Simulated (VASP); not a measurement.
## Cu3TeAs3: relaxation of cell and atoms with PBE

Cu3TeAs3:

```
Cu Te As
1.0
     5.27274    0.00000    0.00000
     0.00000    5.27274    0.00000
     0.00000    0.00000    5.27274
Cu Te As
3 1 3
Direct
  0.50000 0.50000 0.00000
  0.00000 0.50000 0.50000
  0.50000 0.00000 0.50000
  0.50000 0.50000 0.50000
  0.50000 0.00000 0.00000
  0.00000 0.50000 0.00000
  0.00000 0.00000 0.50000
```

The cell was built from a structure type or drawn by symmetry, and may not be a known phase.

```yaml
Program: VASP 6.6.1
Task: relaxation of cell and atoms
Functional: PBE
Potentials_or_basis: VASP PAW PBE potentials, release 64 (Cu, Te, As)
Cutoff: 600 eV
k_mesh: 4 × 4 × 4
Occupations: gaussian, width 0.1 eV
Spin: no spin polarisation
Dipole_correction: no
Further_INCAR_settings: ALGO = Normal; EDIFF = 1e-06; IBRION = 2; EDIFFG = -0.04; NSW = 90; ISIF = 3
```

- Relaxed volume: 19.48 Å³/atom
- Relaxed cell: a = 5.147 Å, b = 5.147 Å, c = 5.147 Å, α = 90.00°, β = 90.00°, γ = 90.00°
- Space group after relaxing (to 0.1 Å): Pm-3m (No. 221)
- Energy gained by relaxing: 24.0 meV/atom
- Ionic steps: 3
- Pressure after relaxing: -0.1 GPa
- Band gap on the k mesh: zero (bands 27 and 28 overlap by 3.20 eV)

The path:
| step | energy change (eV) | largest force (eV/Å) | pressure (GPa) | volume (Å³) |
| --- | --- | --- | --- | --- |
| 1 | 0.0000 | 0.0000 | -5.04 | 146.59 |
| 2 | -0.1483 | 0.0000 | 1.98 | 133.05 |
| 3 | -0.1678 | 0.0000 | -0.10 | 136.36 |

Final structure:
```
Cu Te As
1.0
     5.14704    0.00000    0.00000
     0.00000    5.14704    0.00000
     0.00000    0.00000    5.14704
Cu Te As
3 1 3
Cartesian
  2.5735 2.5735 0.0000
  0.0000 2.5735 2.5735
  2.5735 0.0000 2.5735
  2.5735 2.5735 2.5735
  2.5735 0.0000 0.0000
  0.0000 2.5735 0.0000
  0.0000 0.0000 2.5735
```

Levels at points of the mesh, in eV from the Fermi level:
| k point | band 25 | band 26 | band 27 | band 28 | band 29 | band 30 |
| --- | --- | --- | --- | --- | --- | --- |
| (0.00, 0.00, 0.00) | -1.53 | -1.22 | -1.22 | -1.22 | 0.57 | 0.57 |
| (0.50, 0.00, 0.00) | -1.74 | -0.78 | -0.61 | -0.61 | -0.54 | 0.67 |
| (0.50, 0.50, 0.00) | -1.76 | -1.56 | -0.25 | 1.28 | 1.80 | 1.80 |
| (0.50, 0.50, 0.50) | 1.72 | 1.98 | 1.98 | 1.98 | 2.24 | 2.24 |

It took 2 min on 1 thread of AMD EPYC 9R45 96-Core Processor (Zen 5), on a shared host, peak memory 0.27 GiB.

Caveat: spin-orbit coupling is left out, which moves the levels of the heavy elements.
